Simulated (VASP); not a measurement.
# SiO2 (P4_2/mnm) in VASP: vibrations by perturbation theory with PBEsol

Aim: the vibrations by perturbation theory of SiO2 with PBEsol.

All numbers are computed with VASP 6.6.1; they aren't measurements. Logs are shortened: lines on timing, memory, paths and dates and some standing lists are left out, and cuts for length are marked.

## 1. The cell of the first run

The structure is tetragonal, space group P4_2/mnm (No. 136). Conventional cell: a = 4.195 Å, b = 4.195 Å, c = 2.678 Å, α = 90.00°, β = 90.00°, γ = 90.00°. Within 2.3 Å of Si (site symmetry mmm) lie 6 O at 1.77 to 1.82 Å. O (site symmetry m2m) has 3 Si at 1.77 to 1.82 Å and 1 O at 2.30 Å within 2.4 Å.

## 2. Vibrations by perturbation theory, PBEsol

Contents of INCAR:

```
SYSTEM = SiO2
PREC = Accurate
ENCUT = 520
EDIFF = 1E-8
ISMEAR = 0
SIGMA = 0.01
LREAL = .False.
LASPH = .True.
NELM = 100
ALGO = Normal
ISIF = 2
LWAVE = .False.
LCHARG = .False.
GGA = PS
NBANDS = 25
IBRION = 8
NSW = 1
LEPSILON = .True.
```

Contents of KPOINTS:

```
Automatic mesh
0
Gamma
  6 6 8
  0 0 0
```

Contents of POSCAR:

```
SiO2
1.0
    4.1946340334      0.0000000000      0.0000000000
    0.0000000000      4.1946340334      0.0000000000
    0.0000000000      0.0000000000      2.6784525727
Si O
2 4
Direct
    0.5000000000      0.5000000000      0.5000000000
    0.0000000000      0.0000000000      0.0000000000
    0.1939384379      0.8060615621      0.5000000000
    0.8060615621      0.1939384379      0.5000000000
    0.3060615621      0.3060615621      0.0000000000
    0.6939384379      0.6939384379      0.0000000000
```

Potentials or basis: VASP PAW PBE potentials, release 64 (Si, O).

Run with:

```console
$ cat potpaw_PBE.64/Si/POTCAR potpaw_PBE.64/O/POTCAR > POTCAR
$ mpirun -np 1 vasp_std > vasp.out
```

OUTCAR:

```text
SYSTEM = SiO2
   PREC = Accurate
   ENCUT = 520
   EDIFF = 1E-8
   ISMEAR = 0
   LREAL = .False.
   LASPH = .True.
   NELM = 100
   ISIF = 2
   GGA = PS
   IBRION = 8
   NSW = 1
   LEPSILON = .True.

 ion  position               nearest neighbor table
   1  0.500  0.500  0.500-   5 1.77   6 1.77   5 1.77   6 1.77   3 1.82   4 1.82
   2  0.000  0.000  0.000-   3 1.77   4 1.77   3 1.77   4 1.77   5 1.82   6 1.82
   3  0.194  0.806  0.500-   2 1.77   2 1.77   1 1.82
   4  0.806  0.194  0.500-   2 1.77   2 1.77   1 1.82
   5  0.306  0.306  0.000-   1 1.77   1 1.77   2 1.82
   6  0.694  0.694  0.000-   1 1.77   1 1.77   2 1.82

  LATTYP: Found a simple tetragonal cell.
 ALAT       =     4.1946340334
 C/A-ratio  =     0.6385426121

  Lattice vectors:

 A1 = (   4.1946340334,   0.0000000000,   0.0000000000)
 A2 = (   0.0000000000,   4.1946340334,   0.0000000000)
 A3 = (   0.0000000000,   0.0000000000,   2.6784525727)

Analysis of symmetry for initial positions (statically):
=====================================================================
 Subroutine PRICEL returns:
[... 1012 lines left out ...]
  1Z     0.000000    0.000000  -23.431474    0.000000    0.000000   -0.122568    0.000000    0.000000    1.296259    0.000000    0.000000    1.296259    0.000000    0.000000   10.480762    0.000000    0.000000   10.480762
  2X    14.833962   -0.017993    0.000000  -31.138795    8.460168    0.000000    7.605157   -4.961106    0.000000    7.605157   -4.961106    0.000000    0.547260    0.740019    0.000000    0.547260    0.740019    0.000000
  2Y    -0.017993   14.833962    0.000000    8.460168  -31.138795    0.000000   -4.961106    7.605157    0.000000   -4.961106    7.605157    0.000000    0.740019    0.547260    0.000000    0.740019    0.547260    0.000000
  2Z     0.000000    0.000000   -0.122568    0.000000    0.000000  -23.431474    0.000000    0.000000   10.480762    0.000000    0.000000   10.480762    0.000000    0.000000    1.296259    0.000000    0.000000    1.296259
  3X     0.552255   -0.731657    0.000000    7.601139   -4.973318    0.000000  -21.799033   10.432293    0.000000    4.609442   -4.726790    0.000000    0.092530   -0.187225    0.000000    8.943667    0.186697    0.000000
  3Y    -0.731657    0.552255    0.000000   -4.973318    7.601139    0.000000   10.432293  -21.799033    0.000000   -4.726790    4.609442    0.000000    0.186697    8.943667    0.000000   -0.187225    0.092530    0.000000
  3Z     0.000000    0.000000    1.281080    0.000000    0.000000   10.474980    0.000000    0.000000  -19.782713    0.000000    0.000000   -0.193581    0.000000    0.000000    4.110118    0.000000    0.000000    4.110118
  4X     0.552255   -0.731657    0.000000    7.601139   -4.973318    0.000000    4.609442   -4.726790    0.000000  -21.799033   10.432293    0.000000    8.943667    0.186697    0.000000    0.092530   -0.187225    0.000000
  4Y    -0.731657    0.552255    0.000000   -4.973318    7.601139    0.000000   -4.726790    4.609442    0.000000   10.432293  -21.799033    0.000000   -0.187225    0.092530    0.000000    0.186697    8.943667    0.000000
  4Z     0.000000    0.000000    1.281080    0.000000    0.000000   10.474980    0.000000    0.000000   -0.193581    0.000000    0.000000  -19.782713    0.000000    0.000000    4.110118    0.000000    0.000000    4.110118
  5X     7.601139    4.973318    0.000000    0.552255    0.731657    0.000000    0.092530    0.187225    0.000000    8.943667   -0.186697    0.000000  -21.799033  -10.432293    0.000000    4.609442    4.726790    0.000000
  5Y     4.973318    7.601139    0.000000    0.731657    0.552255    0.000000   -0.186697    8.943667    0.000000    0.187225    0.092530    0.000000  -10.432293  -21.799033    0.000000    4.726790    4.609442    0.000000
  5Z     0.000000    0.000000   10.474980    0.000000    0.000000    1.281080    0.000000    0.000000    4.110118    0.000000    0.000000    4.110118    0.000000    0.000000  -19.782713    0.000000    0.000000   -0.193581
  6X     7.601139    4.973318    0.000000    0.552255    0.731657    0.000000    8.943667   -0.186697    0.000000    0.092530    0.187225    0.000000    4.609442    4.726790    0.000000  -21.799033  -10.432293    0.000000
  6Y     4.973318    7.601139    0.000000    0.731657    0.552255    0.000000    0.187225    0.092530    0.000000   -0.186697    8.943667    0.000000    4.726790    4.609442    0.000000  -10.432293  -21.799033    0.000000
  6Z     0.000000    0.000000   10.474980    0.000000    0.000000    1.281080    0.000000    0.000000    4.110118    0.000000    0.000000    4.110118    0.000000    0.000000   -0.193581    0.000000    0.000000  -19.782713

 Eigenvectors and eigenvalues of the dynamical matrix
 ----------------------------------------------------

   1 f  =   27.854222 THz   175.013236 2PiTHz  929.116826 cm-1   115.195753 meV
             X         Y         Z           dx          dy          dz
      2.097317  2.097317  1.339226     0.000000    0.000000   -0.000000
      0.000000  0.000000  0.000000    -0.000000    0.000000   -0.000000
      0.813501  3.381133  1.339226     0.353553   -0.353553   -0.000000
      3.381133  0.813501  1.339226    -0.353553    0.353553   -0.000000
      1.283816  1.283816  0.000000     0.353553    0.353553   -0.000000
      2.910818  2.910818  0.000000    -0.353553   -0.353553   -0.000000
[... 145 lines left out ...]
  18 f/i=    0.008715 THz     0.054755 2PiTHz    0.290685 cm-1     0.036040 meV
             X         Y         Z           dx          dy          dz
      2.097317  2.097317  1.339226     0.000000   -0.000000   -0.483207
      0.000000  0.000000  0.000000     0.000000   -0.000000   -0.483207
      0.813501  3.381133  1.339226     0.000000   -0.000000   -0.365042
      3.381133  0.813501  1.339226     0.000000   -0.000000   -0.365042
      1.283816  1.283816  0.000000     0.000000   -0.000000   -0.365042
      2.910818  2.910818  0.000000     0.000000   -0.000000   -0.365042

--------------------------------------------------------------------------------------------------------

 MACROSCOPIC STATIC DIELECTRIC TENSOR IONIC CONTRIBUTION
 ------------------------------------------------------
           8.007952     0.000000    -0.000000
           0.000000     8.007952    -0.000000
          -0.000000    -0.000000     5.331763
 ------------------------------------------------------

 ELASTIC MODULI CONTR FROM IONIC RELAXATION (kBar)
 Direction    XX          YY          ZZ          XY          YZ          ZX
 --------------------------------------------------------------------------------
 XX        -909.5527    154.2407    -48.4211     -0.0000     -0.0000      0.0000
 YY         154.2407   -909.5527    -48.4211      0.0000      0.0000     -0.0000
 ZZ         -48.4211    -48.4211     -6.2083      0.0000     -0.0000      0.0000
 XY          -0.0000      0.0000     -0.0000    -22.1161     -0.0000      0.0000
 YZ          -0.0000      0.0000     -0.0000     -0.0000    -56.9717     -0.0000
 ZX           0.0000     -0.0000      0.0000      0.0000     -0.0000    -76.4828
 --------------------------------------------------------------------------------

 PIEZOELECTRIC TENSOR IONIC CONTR  for field in x, y, z        (C/m^2)
          XX          YY          ZZ          XY          YZ          ZX
  --------------------------------------------------------------------------------
  x    -0.00000    -0.00000    -0.00000     0.00000    -0.00000     0.00000
  y     0.00000     0.00000     0.00000    -0.00000    -0.00000     0.00000
  z    -0.00000     0.00000     0.00000     0.00000     0.00000     0.00000
```

Wall time 26 min (1 thread of Oxide Virtual Turin-like, shared host); peak memory 0.49 GiB.

What came out:

- Electronic dielectric tensor (diagonal): 3.40, 3.40, 3.58
- Born charges (mean of the diagonal): Si +3.88; O -1.94 e
- Highest phonon frequency at Γ, LO-TO splitting left out: 929 cm⁻¹

Phonon frequencies in cm⁻¹ (negative: imaginary):
| q point | frequencies |
| --- | --- |
| (0.000, 0.000, 0.000) | 0 0 0 217 378 453 453 566 566 577 577 579 654 741 750 814 814 929 |

Electronic dielectric tensor:
```
3.40 0.00 0.00
0.00 3.40 0.00
0.00 0.00 3.58
```

Born effective charge tensors (e):
atom 1, Si
```
 3.80 -0.38  0.00
-0.38  3.80  0.00
 0.00  0.00  4.04
```
atom 2, Si
```
3.80 0.38 0.00
0.38 3.80 0.00
0.00 0.00 4.04
```
atom 3, O
```
-1.90  0.57  0.00
 0.57 -1.90  0.00
 0.00  0.00 -2.02
```
atom 4, O
```
-1.90  0.57  0.00
 0.57 -1.90  0.00
 0.00  0.00 -2.02
```
atom 5, O
```
-1.90 -0.57  0.00
-0.57 -1.90  0.00
 0.00  0.00 -2.02
```
atom 6, O
```
-1.90 -0.57  0.00
-0.57 -1.90  0.00
 0.00  0.00 -2.02
```
